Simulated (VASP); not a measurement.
# TaVN2 (P4/mmm) in VASP: notebook, part 2 of 2

VASP 6.6.1. The steps go on from the part before.

## 4. Single point, PBEsol, collinear spin, ferromagnetic start

INCAR reads:

```
SYSTEM = TaVN2
PREC     = Accurate       ! precision mode
ENCUT    = 520            ! plane-wave cutoff, eV
EDIFF    = 1E-6           ! SCF threshold, eV
ISMEAR   = -1             ! smearing method
SIGMA    = 0.05           ! smearing width, eV
LREAL    = .False.        ! projectors in reciprocal space
LASPH    = .True.         ! aspherical terms in the spheres
NELM     = 150            ! most SCF steps
ALGO     = Normal         ! electronic algorithm
ISIF     = 2              ! what is computed and relaxed
LWAVE    = .False.        ! write WAVECAR
LCHARG   = .True.         ! write CHGCAR
ISPIN    = 2              ! spin polarisation
MAGMOM   = 0 1 0 0        ! initial moments
LORBIT   = 11             ! projections on sites
NUPDOWN  = 1.0            ! fixed moment
LMAXMIX  = 4              ! l up to which the mixer works
GGA      = PS             ! functional
LELF     = .True.         ! ELF
LVHAR    = .True.       
NBANDS   = 29             ! bands
```

KPOINTS reads:

```
Automatic mesh
0
Gamma
  7 7 5
  0 0 0
```

POSCAR reads:

```
TaVN2
1.0
    3.0498670000      0.0000000000      0.0000000000
    0.0000000000      3.0498670000      0.0000000000
    0.0000000000      0.0000000000      4.2960620000
Ta V N
1 1 2
Direct
    0.0000000000      0.0000000000      0.0000000000
    0.5000000000      0.5000000000      0.5000000000
    0.5000000000      0.5000000000      0.0000000000
    0.0000000000      0.0000000000      0.5000000000
```

Potentials or basis: VASP PAW PBE potentials, release 64 (Ta_pv, V_sv, N).

Command:

```bash
> cat potpaw_PBE.64/Ta_pv/POTCAR potpaw_PBE.64/V_sv/POTCAR potpaw_PBE.64/N/POTCAR > POTCAR
> mpirun -np 1 vasp_std > vasp.out
```

OUTCAR:

```text
SYSTEM = TaVN2
   PREC = Accurate
   ENCUT = 520
   EDIFF = 1E-6
   ISMEAR = -1
   LREAL = .False.
   LASPH = .True.
   NELM = 150
   ISIF = 2
   ISPIN = 2
   LORBIT = 11
   NUPDOWN = 1.0
   GGA = PS

 ion  position               nearest neighbor table
   1  0.000  0.000  0.000-   4 2.15   4 2.15   3 2.16   3 2.16   3 2.16   3 2.16   2 3.04   2 3.04
                             2 3.04   2 3.04   2 3.04   2 3.04   2 3.04   2 3.04
   2  0.500  0.500  0.500-   3 2.15   3 2.15   4 2.16   4 2.16   4 2.16   4 2.16   1 3.04   1 3.04
                             1 3.04   1 3.04   1 3.04   1 3.04   1 3.04   1 3.04
   3  0.500  0.500  0.000-   2 2.15   2 2.15   1 2.16   1 2.16   1 2.16   1 2.16
   4  0.000  0.000  0.500-   1 2.15   1 2.15   2 2.16   2 2.16   2 2.16   2 2.16

  LATTYP: Found a simple tetragonal cell.
 ALAT       =     3.0498670000
 C/A-ratio  =     1.4086063425

  Lattice vectors:

 A1 = (   3.0498670000,   0.0000000000,   0.0000000000)
 A2 = (   0.0000000000,   3.0498670000,   0.0000000000)
 A3 = (   0.0000000000,   0.0000000000,   4.2960620000)

Analysis of symmetry for initial positions (statically):
=====================================================================
 Subroutine PRICEL returns:
 Original cell was already a primitive cell.

 Routine SETGRP: Setting up the symmetry group for a
 simple tetragonal supercell.

 Subroutine GETGRP returns: Found 16 space group operations
 (whereof 16 operations were pure point group operations)
 out of a pool of 16 trial point group operations.

The static configuration has the point symmetry D_4h.

Analysis of symmetry for dynamics (positions and initial velocities):
=====================================================================
 Subroutine PRICEL returns:
 Original cell was already a primitive cell.

 Routine SETGRP: Setting up the symmetry group for a
 simple tetragonal supercell.

 Subroutine GETGRP returns: Found 16 space group operations
 (whereof 16 operations were pure point group operations)
 out of a pool of 16 trial point group operations.

The dynamic configuration has the point symmetry D_4h.

Analysis of structural, dynamic, and magnetic symmetry:
=====================================================================
 Subroutine PRICEL returns:
 Original cell was already a primitive cell.

 Routine SETGRP: Setting up the symmetry group for a
 simple tetragonal supercell.

 Subroutine GETGRP returns: Found 16 space group operations
 (whereof 16 operations were pure point group operations)
 out of a pool of 16 trial point group operations.

The overall configuration has the point symmetry D_4h.

 Subroutine INISYM returns: Found 16 space group operations
 (whereof 16 operations are pure point group operations),
 and found     1 'primitive' translations

----------------------------------------------------------------------------------------

                                     Primitive cell

  volume of cell :      39.9606

  direct lattice vectors                    reciprocal lattice vectors
     3.049867000  0.000000000  0.000000000     0.327883150  0.000000000  0.000000000
     0.000000000  3.049867000  0.000000000     0.000000000  0.327883150  0.000000000
     0.000000000  0.000000000  4.296062000     0.000000000  0.000000000  0.232771315

  length of vectors
     3.049867000  3.049867000  4.296062000     0.327883150  0.327883150  0.232771315

  position of ions in fractional coordinates (direct lattice)
[... 79 lines left out ...]
   LSORBIT =      F    spin-orbit coupling
   LASPH  =      T    aspherical Exc in radial PAW
   ENCUT  =  520.0 eV  38.22 Ry    6.18 a.u.   5.67  5.67  7.99*2*pi/ulx,y,z
   NELM   =    150;   NELMIN=  2; NELMDL= -5     # of ELM steps
   EDIFF  = 0.1E-05   stopping-criterion for ELM
   LREAL  =      F    real-space projection
   EDIFFG = 0.1E-04   stopping-criterion for IOM
   NSW    =      0    number of steps for IOM
   IBRION =     -1    ionic relax: 0-MD 1-quasi-New 2-CG
   NFREE  =      0    steps in history (QN), initial steepest desc. (CG)
   ISIF   =      2    stress and relaxation
   ISYM   =      2    0-nonsym 1-usesym 2-fastsym
   POTIM  = 0.5000    time-step for ionic-motion
   TEBEG  =    0.0;   TEEND  =   0.0 temperature during run
   PSTRESS=    0.0 pullay stress
   NELECT =      34.0000    total number of electrons
   NUPDOWN=       1.0000    fix difference up-down
   EMIN   =  10.00;   EMAX   =-10.00  energy-range for DOS
   EFERMI =   0.00;   METHOD = LEGACY
   ISMEAR =    -1;   SIGMA  =   0.05  broadening in eV -4-tet -1-fermi 0-gaus
   EFERMI_NEDOS =   21; number of points for ismear=-14 and -15
   IALGO  =     38    algorithm
   IMIX   =      4    mixing-type and parameters
     AMIX     =   0.40;   BMIX     =  1.00
     AMIX_MAG =   1.60;   BMIX_MAG =  1.00
  volume/ion in A,a.u.               =       9.99        67.42
  Fermi-wavevector in a.u.,A,eV,Ry     =   1.551281  2.931495 32.742032  2.406471
  Thomas-Fermi vector in A             =   2.655823
   LORBIT       =     11    0 simple, 1 ext, 2 COOP (PROOUT), +10 PAW based schemes
   GGA     = PS    functional components
   LHFCALC =     F    Hartree Fock is set to
   AEXX    =    0.0000 exact exchange contribution
   IVDW    =     0    specifies the selected vdW correction
   LEPSILON=     F    determine dielectric tensor
   LRPA    =     F    only Hartree local field effects (RPA)
 spin polarized calculation
  energy-cutoff  :      520.00
  volume of cell :       39.96
 maximum number of plane-waves:      1093
 NGX is ok and might be reduce to    24
   NGX = 11   NGY = 11   NGZ = 15

 number of electron      33.9999991 magnetization       1.0000000

 Free energy of the ion-electron system (eV)
  ---------------------------------------------------
  ext. energy  EPLUGINS =         0.00000000
  ---------------------------------------------------
  free energy    TOTEN  =       -43.74957826 eV

  energy without entropy =      -43.72114963  energy(sigma->0) =      -43.73536395

 E-fermi :   9.9860     XC(G=0): -13.4878

 val. band max:       10.0521535178   @ k =   0.0000   0.0000   0.4000
 cond. band min:       9.9922000941   @ k =   0.4286   0.1429   0.0000
 fundamental gap:     -0.0599534236
 Fermi energy:        10.0527690177

 spin component 1

 k-point     1 :       0.0000    0.0000    0.0000
  band No.  band energies     occupation
      1     -55.2494      1.00000
      2     -29.2482      1.00000
      3     -29.1792      1.00000
      4     -29.1792      1.00000
      5     -25.9232      1.00000
      6     -25.7096      1.00000
[... 757 lines left out ...]
     28      21.7328      0.00000
     29      22.4053      0.00000

 [... further k-points ...]

 spin component 2

 k-point     1 :       0.0000    0.0000    0.0000
  band No.  band energies     occupation
      1     -54.2908      1.00000
      2     -28.3107      1.00000
      3     -28.3107      1.00000
      4     -28.1653      1.00000
      5     -25.9507      1.00000
      6     -25.7341      1.00000
[... 757 lines left out ...]
     28      21.8406      0.00000
     29      22.4147      0.00000

 [... further k-points ...]
[... 5 lines left out ...]
  --------------------------------------------------------------------------------------
  -------------------------------------------------------------------------------------
  Total       -2.4940848     -2.4940848     -2.3861863      0.0000000      0.0000000      0.0000000
  in kB      -99.9975717    -99.9975717    -95.6715030      0.0000000      0.0000000      0.0000000
  external PRESSURE =     -98.5555488 kB  Pullay stress =       0.0000000 kB

 VOLUME and BASIS-vectors are now :
 -----------------------------------------------------------------------------
  energy-cutoff  :      520.00
  volume of cell :       39.96
      direct lattice vectors                 reciprocal lattice vectors
     3.049867000  0.000000000  0.000000000     0.327883150  0.000000000  0.000000000
     0.000000000  3.049867000  0.000000000     0.000000000  0.327883150  0.000000000
     0.000000000  0.000000000  4.296062000     0.000000000  0.000000000  0.232771315

 POSITION                                       TOTAL-FORCE (eV/Angst)
 -----------------------------------------------------------------------------------
      0.00000      0.00000      0.00000         0.000000      0.000000      0.000000
      1.52493      1.52493      2.14803         0.000000      0.000000      0.000000
      1.52493      1.52493      0.00000         0.000000      0.000000      0.000000
      0.00000      0.00000      2.14803         0.000000      0.000000      0.000000
 -----------------------------------------------------------------------------------
    total drift:                                0.000000     -0.000000     -0.000000

  FREE ENERGIE OF THE ION-ELECTRON SYSTEM (eV)
  ---------------------------------------------------
  free  energy   TOTEN  =       -43.7495782647 eV

  energy  without entropy=      -43.7211496256  energy(sigma->0) =      -43.73536395

 total charge

# of ion       s       p       d       tot
------------------------------------------
    1        0.299   6.266   2.391   8.956
    2        2.202   6.212   3.147  11.561
    3        1.226   2.532   0.000   3.758
    4        1.226   2.487   0.000   3.714
--------------------------------------------------
tot          4.954  17.497   5.538  27.989

 magnetization (x)

# of ion       s       p       d       tot
------------------------------------------
    1        0.001  -0.001  -0.048  -0.048
    2        0.006   0.005   0.947   0.958
    3       -0.000   0.011   0.000   0.011
    4       -0.000   0.010   0.000   0.010
--------------------------------------------------
tot          0.007   0.026   0.899   0.932
```

Run time: 52 s. Hardware: 1 thread of Intel Xeon Platinum 8488C (Sapphire Rapids), shared host; peak memory 0.2 GiB.

What came out:

```
Free energy                                           : -43.7496 eV
Pressure                                              : -9.9 GPa
Net moment                                            : 1.00 μB per cell
Site moments                                          : Ta -0.05; V +0.96; N +0.01 μB
Valence electrons inside the program's atomic spheres : Ta 8.96; V 11.56; N 3.76, 3.71
```

Stress tensor (GPa, compression positive):
```
-10.00   0.00   0.00
  0.00 -10.00   0.00
  0.00   0.00  -9.57
```

Caveat: the PAW data sets were made with another functional, which shifts forces and pressure a little; spin-orbit coupling is left out, which moves the levels of the heavy elements; the total moment is fixed, so each spin has its own Fermi level.

## 5. Single point, PBEsol, collinear spin, ferromagnetic start

INCAR reads:

```
  ALGO = Normal
  EDIFF = 1E-6
  ENCUT = 520
  GGA = PS
  ISIF = 2
  ISMEAR = -1
  ISPIN = 2
  LASPH = True
  LCHARG = False
  LMAXMIX = 4
  LORBIT = 11
  LREAL = False
  LWAVE = False
  MAGMOM = 0 1.5 0 0
  NBANDS = 29
  NELM = 150
  NUPDOWN = 1.5
  PREC = Accurate
  SIGMA = 0.05
```

KPOINTS reads:

```
k-points
0
Gamma
  7 7 5
```

POSCAR is that of step 4.

Potentials or basis: VASP PAW PBE potentials, release 64 (Ta_pv, V_sv, N).

Command:

```bash
> cat potpaw_PBE.64/Ta_pv/POTCAR potpaw_PBE.64/V_sv/POTCAR potpaw_PBE.64/N/POTCAR > POTCAR
> mpirun -np 1 vasp_std > vasp.out
```

OUTCAR:

```text
EDIFF = 1E-6
   ENCUT = 520
   GGA = PS
   ISIF = 2
   ISMEAR = -1
   ISPIN = 2
   LASPH = True
   LORBIT = 11
   LREAL = False
   NELM = 150
   NUPDOWN = 1.5
   PREC = Accurate

 ion  position               nearest neighbor table
   1  0.000  0.000  0.000-   4 2.15   4 2.15   3 2.16   3 2.16   3 2.16   3 2.16   2 3.04   2 3.04
                             2 3.04   2 3.04   2 3.04   2 3.04   2 3.04   2 3.04
   2  0.500  0.500  0.500-   3 2.15   3 2.15   4 2.16   4 2.16   4 2.16   4 2.16   1 3.04   1 3.04
                             1 3.04   1 3.04   1 3.04   1 3.04   1 3.04   1 3.04
   3  0.500  0.500  0.000-   2 2.15   2 2.15   1 2.16   1 2.16   1 2.16   1 2.16
   4  0.000  0.000  0.500-   1 2.15   1 2.15   2 2.16   2 2.16   2 2.16   2 2.16

  LATTYP: Found a simple tetragonal cell.
 ALAT       =     3.0498670000
 C/A-ratio  =     1.4086063425

  Lattice vectors:

 A1 = (   3.0498670000,   0.0000000000,   0.0000000000)
 A2 = (   0.0000000000,   3.0498670000,   0.0000000000)
 A3 = (   0.0000000000,   0.0000000000,   4.2960620000)
[... 980 lines left out ...]
      5     -25.9537      1.00000
      6     -25.7378      1.00000
[... 757 lines left out ...]
     28      21.8825      0.00000
     29      22.4125      0.00000

 [... further k-points ...]
[... 5 lines left out ...]
  --------------------------------------------------------------------------------------
  -------------------------------------------------------------------------------------
  Total       -1.9793868     -1.9793868     -2.1143731      0.0000000     -0.0000000     -0.0000000
  in kB      -79.3613230    -79.3613230    -84.7734526      0.0000000     -0.0000000     -0.0000000
  external PRESSURE =     -81.1653662 kB  Pullay stress =       0.0000000 kB

 VOLUME and BASIS-vectors are now :
 -----------------------------------------------------------------------------
  energy-cutoff  :      520.00
  volume of cell :       39.96
      direct lattice vectors                 reciprocal lattice vectors
     3.049867000  0.000000000  0.000000000     0.327883150  0.000000000  0.000000000
     0.000000000  3.049867000  0.000000000     0.000000000  0.327883150  0.000000000
     0.000000000  0.000000000  4.296062000     0.000000000  0.000000000  0.232771315

 POSITION                                       TOTAL-FORCE (eV/Angst)
 -----------------------------------------------------------------------------------
      0.00000      0.00000      0.00000         0.000000      0.000000      0.000000
      1.52493      1.52493      2.14803         0.000000      0.000000      0.000000
      1.52493      1.52493      0.00000         0.000000      0.000000      0.000000
      0.00000      0.00000      2.14803         0.000000      0.000000      0.000000
 -----------------------------------------------------------------------------------
    total drift:                                0.000000     -0.000000     -0.000000

  FREE ENERGIE OF THE ION-ELECTRON SYSTEM (eV)
  ---------------------------------------------------
  free  energy   TOTEN  =       -43.7197895482 eV

  energy  without entropy=      -43.6935909154  energy(sigma->0) =      -43.70669023

 total charge

# of ion       s       p       d       tot
------------------------------------------
    1        0.300   6.267   2.390   8.957
    2        2.201   6.211   3.160  11.573
    3        1.227   2.532   0.000   3.759
    4        1.226   2.490   0.000   3.716
--------------------------------------------------
tot          4.955  17.500   5.550  28.004

 magnetization (x)

# of ion       s       p       d       tot
------------------------------------------
    1        0.003  -0.001  -0.000   0.001
    2        0.009   0.008   1.298   1.314
    3        0.001   0.026   0.000   0.027
    4        0.000   0.026   0.000   0.026
--------------------------------------------------
tot          0.012   0.059   1.297   1.368
```

stdout:

```text
POSCAR found type information on POSCAR TaV N
 POSCAR found :  3 types and       4 ions
 scaLAPACK will be used
 -----------------------------------------------------------------------------
|                                                                             |
|                                                                             |
|     You enforced a specific xc type in the INCAR file but a different       |
|     I HOPE YOU KNOW WHAT YOU ARE DOING!                                     |
|                                                                             |
 -----------------------------------------------------------------------------

 LDA part: xc-table for (Slater+PW92), standard interpolation
 POSCAR, INCAR and KPOINTS ok, starting setup
 FFT: planning ... GRIDC
 FFT: planning ... GRID_SOFT
 FFT: planning ... GRID
 WAVECAR not read
 entering main loop
```

It took 55 s on 1 thread of Intel Xeon Platinum 8488C (Sapphire Rapids), shared host; peak memory 0.2 GiB.

Results:

| Item | Value |
| --- | --- |
| Free energy | -43.7198 eV |
| Pressure | -8.1 GPa |
| Net moment | 1.50 μB per cell |
| Site moments | Ta +0.00; V +1.31; N +0.03 μB |
| Valence electrons inside the program's atomic spheres | Ta 8.96; V 11.57; N 3.76, 3.72 |

Stress tensor (GPa, compression positive):
```
-7.94  0.00  0.00
 0.00 -7.94  0.00
 0.00  0.00 -8.48
```

Caveat: the PAW data sets were made with another functional, which shifts forces and pressure a little; spin-orbit coupling is left out, which moves the levels of the heavy elements; the total moment is fixed, so each spin has its own Fermi level.

## 6. Overview

```tsv
spin	fixed moment (μB)	pressure (GPa)	moment (μB)
collinear, zero start	0.0	-12.0	0.00
collinear, ferromagnetic start	0.5	-11.3	0.50
collinear, ferromagnetic start	1.0	-9.9	1.00
collinear, ferromagnetic start	1.5	-8.1	1.50
```

Alike in all rows: task single point; level PBEsol; potentials or basis VASP PAW PBE potentials, release 64 (Ta_pv, V_sv, N); cell as given; k mesh 7 × 7 × 5; cutoff (eV) 520; smearing fermi-dirac 0.05 eV.

Caveats: the PAW data sets were made with another functional, which shifts forces and pressure a little; spin-orbit coupling is left out, which moves the levels of the heavy elements; the total moment is fixed, so each spin has its own Fermi level.

Absolute energies hang on the potentials; compare differences alone.
